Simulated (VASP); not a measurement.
# Te: electric field gradients with LDA

The system is Te.

```
CELL_PARAMETERS angstrom
4.19176 -2.34749 0.00000
4.19176 2.34749 0.00000
-0.12915 0.00000 3.95735
ATOMIC_POSITIONS crystal
Te 0.67600 0.67600 0.67500
Te 0.32400 0.32400 0.32500
Te 0.00000 0.00000 0.00000
```

This cell differs from its parent crystal: equal xx and yy strain of -1 %.

```yaml
Program: VASP 6.6.1
Task: electric field gradients
Functional: LDA
Potentials_or_basis: VASP PAW LDA potentials, release 64 (Te)
Cutoff: 520 eV
k_mesh: 8 × 8 × 8
Occupations: fermi-dirac, width 0.05 eV
Spin: no spin polarisation
Dipole_correction: no
Further_INCAR_settings: ALGO = Normal; EDIFF = 1e-08; NBANDS = 16
```

* Pressure: 7.0 GPa
* Largest force: 0.526 eV/Å
* Band gap on the k mesh: zero (bands 9 and 10 overlap by 3.61 eV)
* Largest electric field gradient by atom: Te -270.5, -305.8 (each value once) V/Å²

Forces on the atoms (eV/Å):
```
Te  -0.479  0.000 -0.216
Te   0.479  0.000  0.216
Te   0.000  0.000  0.000
```

Stress tensor (GPa, compression positive):
```
6.78 0.00 0.91
0.00 6.95 0.00
0.91 0.00 7.14
```

Levels at points of the mesh, in eV from the Fermi level:
```tsv
k point	band 6	band 7	band 8	band 9	band 10	band 11	band 12	band 13
(0.00, 0.00, 0.00)	-4.01	-3.99	-2.30	-1.99	1.56	2.93	3.28	5.67
(0.50, 0.00, 0.00)	-2.81	-2.75	0.14	0.20	0.44	0.89	2.74	3.74
(0.50, 0.50, 0.00)	-2.86	-2.41	0.43	0.53	0.63	0.75	2.34	3.43
(0.00, 0.00, 0.50)	-2.77	-2.68	-1.93	-1.90	-1.87	-1.68	-1.10	2.67
(0.50, 0.00, 0.50)	-4.50	-3.99	-3.82	1.74	1.95	1.98	3.25	6.77
(0.50, 0.50, 0.50)	-4.09	-3.99	-3.83	1.61	1.78	2.32	2.71	6.67
```

Electric field gradients, principal values (V/Å²):
```tsv
atom	least	middle	greatest (by size)
1 Te	111.008	159.482	-270.491
2 Te	111.008	159.482	-270.491
3 Te	54.606	251.193	-305.799
```

It took 2.3 min on 1 thread of Intel(R) Xeon(R) Platinum 8375C CPU @ 2.90GHz (Ice Lake), on a shared host, peak memory 0.26 GiB.

Caveat: the cell differs from its parent crystal (equal xx and yy strain of -1 %); the cell stands under pressure; without QUAD_EFG the Cq values of the log hold for a quadrupole moment of 1 mb, not for the nuclei; spin-orbit coupling is left out, which moves the levels of the heavy elements.
